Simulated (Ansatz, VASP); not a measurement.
# Hf6Al2O15: VASP beside Ansatz

```xyz
23
Lattice="7.4295 6.8843 0.0000 -3.6851 3.4125 0.0000 0.0000 0.0000 5.2380" Properties=species:S:1:pos:R:3 pbc="T T T"
Al   -2.2190    1.9228    2.4293
Al    2.2338    1.5045    2.4293
Hf    1.8322    5.0336    2.7327
Hf    5.6121    5.2780    2.7327
Hf    0.1332   -0.1990   -0.1572
Hf    3.8357    3.5182    0.0021
Hf   -0.1184    3.6263   -0.1572
Hf    3.6086    6.7935    0.0021
O     3.7221    5.1558    3.6747
O    -0.1278    5.2836    3.6979
O     3.8869    8.4405    3.6979
O    -1.8351    3.4199    3.6793
O     1.8796    6.8621    4.1213
O     1.8591    3.9547    4.7111
O     5.5852    6.3569    4.7111
O    -1.8351    3.4199    1.2523
O     1.8796    6.8621    1.5207
O     1.3977    3.0913    2.1683
O     6.0466    7.2203    2.1683
O     0.0074    1.7137   -0.2988
O     3.7221    5.1558    1.2382
O    -0.0774    5.2356    1.1859
O     3.8366    8.4886    1.1859
```

Alike in both runs: functional PBE; k mesh 4 × 6 × 6; occupations gaussian, width 0.02 eV; no spin polarisation.

Ansatz relaxed the structure, and its values are those at the end. VASP's run is a single point on that final structure, the one shown.

|  | VASP | Ansatz |
| --- | --- | --- |
| version | VASP 6.6.1 | Ansatz 0.2.0 |
| potentials or method | VASP PAW PBE potentials, release 64 (Al, Hf_pv, O), cutoff 600 eV | scalar-relativistic, plane waves, PAW |
| valence electrons in the cell | 156 | 252 |

Ansatz gave:

* gap on the k mesh at the Fermi level (eV): 4.01
* least direct gap on the mesh (eV): 4.01
* pressure (GPa): 0.0
* rms of the force components (eV/Å): 0.000

Q: What did VASP give for the same quantities?

A: gap on the k mesh at the Fermi level (eV): 3.98; least direct gap on the mesh (eV): 3.98; pressure (GPa): -2.7; rms of the force components (eV/Å): 0.056.

VASP's potentials hold 156 valence electrons a cell and Ansatz's 252, so a difference there can come from the potentials and not from the codes.

Spin-orbit coupling is off throughout.
